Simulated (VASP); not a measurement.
Wanted: the native input for a VASP 6.6.1 run.

| Quantity | Value |
| --- | --- |
| Task | relaxation of cell and atoms |
| Functional | PBEsol |
| Potentials or basis | VASP PAW PBE potentials, release 64 (Sb) |
| Cutoff | 500 eV |
| k mesh | 18 × 18 × 10 |
| Occupations | gaussian, width 0.1 eV |
| Spin | no spin polarisation |
| Target pressure | 90 GPa |
| Dipole correction | no |
| Further INCAR settings | ALGO = Normal; EDIFF = 1e-07; IBRION = 2; EDIFFG = -0.008; NSW = 70; ISIF = 3 |

The structure of Sb lies in POSCAR:

```
Sb
1.0
    2.8975957777      0.0000000000      0.0000000000
   -1.4487978889      2.5093915533      0.0000000000
    0.0000000000      0.0000000000      4.7277273494
Sb
2
Direct
    0.3333333333      0.6666666667      0.2500000000
    0.6666666667      0.3333333333      0.7500000000
```

This isn't the form of Sb at room conditions, which is rhombohedral.

These files were run (other wordings do the same):

INCAR

```
PREC = Accurate
ENCUT = 500
EDIFF = 1E-7
ISMEAR = 0
SIGMA = 0.1
LREAL = False
LASPH = True
NELM = 120
ALGO = Normal
ISIF = 3
LWAVE = False
LCHARG = False
GGA = PS
IBRION = 2
NSW = 70
EDIFFG = -0.008
PSTRESS = 900.0
GGA_COMPAT = False
NELMIN = 4
```

KPOINTS

```
regular mesh
0
Gamma
  18 18 10
```

Potentials or basis: VASP PAW PBE potentials, release 64 (Sb).

Launch:

```sh
$ cat potpaw_PBE.64/Sb/POTCAR > POTCAR
$ mpirun -np 1 vasp_std > vasp.out
```

Results of the run:

```json
{
  "Relaxed volume": "16.56 Å³/atom",
  "Relaxed cell": "a = 2.899 Å, b = 2.899 Å, c = 4.550 Å, α = 90.00°, β = 90.00°, γ = 120.00°",
  "Space group after relaxing (to 0.1 Å)": "P6_3/mmc (No. 194)",
  "Energy change on relaxing (the run minimises the enthalpy)": "+324.4 meV/atom",
  "Ionic steps": "15",
  "Pressure after relaxing": "90.0 GPa",
  "Band gap on the k mesh": "zero (bands 5 and 6 overlap by 12.80 eV)"
}
```

Caveat: the cell is relaxed towards a set pressure, so the run minimises the enthalpy, not the energy; the PAW data sets were made with another functional, which shifts forces and pressure a little; spin-orbit coupling is left out, which moves the levels of the heavy elements.

It took 7.1 min on 1 thread of Intel(R) Xeon(R) Platinum 8259CL CPU @ 2.50GHz (Skylake/Cascade Lake), on a shared host, peak memory 0.22 GiB.
